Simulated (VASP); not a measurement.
Ti3Si:

```xyz
8
Lattice="5.6313 0.0000 0.0000 -2.8157 4.8769 0.0000 0.0000 0.0000 4.5055" Properties=species:S:1:pos:R:3 pbc="T T T"
Ti    1.4512    0.8378    3.3791
Ti    4.1801    0.8378    3.3791
Ti    2.8157    3.2012    3.3791
Ti    1.3645    4.0390    1.1264
Ti   -1.3645    4.0390    1.1264
Ti    0.0000    1.6757    1.1264
Si    0.0000    3.2512    3.3791
Si    2.8157    1.6256    1.1264
```

- Program: VASP 6.6.1
- Task: relaxation of cell and atoms
- Functional: PBEsol
- Potentials or basis: VASP PAW PBE potentials, release 64 (Ti_sv, Si)
- Cutoff: 600 eV
- k mesh: 6 × 6 × 8
- Occupations: gaussian, width 0.1 eV
- Spin: no spin polarisation

At the start: pressure -3.4 GPa; volume 15.47 Å³/atom.

**Question.** Where does the relaxation end?

**Answer.** Over 10 steps the energy falls by 4.1 meV/atom and the volume is 15.09 Å³/atom (-2.4 %); space group P6_3/mmc (No. 194, to 0.1 Å) before and after.

Step by step:
| step | energy change (eV) | largest force (eV/Å) | pressure (GPa) | volume (Å³) |
| --- | --- | --- | --- | --- |
| 1 | 0.0000 | 0.0288 | -3.38 | 123.73 |
| 2 | -0.0039 | 0.0248 | 3.44 | 117.98 |
| 3 | -0.0326 | 0.0285 | -0.36 | 120.72 |
| 4 | -0.0323 | 0.0272 | 0.32 | 120.45 |
| 5 | -0.0325 | 0.0283 | 0.19 | 120.57 |
| 6 | -0.0326 | 0.0283 | 0.08 | 120.65 |
| 7 | -0.0328 | 0.0095 | 0.08 | 120.64 |
| 8 | -0.0328 | 0.0002 | 0.08 | 120.64 |
| 9 | -0.0328 | 0.0022 | -0.09 | 120.77 |
| 10 | -0.0329 | 0.0020 | -0.01 | 120.71 |

Final structure:
```xyz
8
Lattice="5.5824 0.0000 0.0000 -2.7912 4.8345 0.0000 0.0000 0.0000 4.4727" Properties=species:S:1:pos:R:3 pbc="T T T"
Ti    1.4363    0.8292    3.3546
Ti    4.1461    0.8292    3.3546
Ti    2.7912    3.1761    3.3546
Ti    1.3549    4.0053    1.1182
Ti   -1.3549    4.0053    1.1182
Ti    0.0000    1.6585    1.1182
Si    0.0000    3.2230    3.3546
Si    2.7912    1.6115    1.1182
```

Caveat: the PAW data sets were made with another functional, which shifts forces and pressure a little.
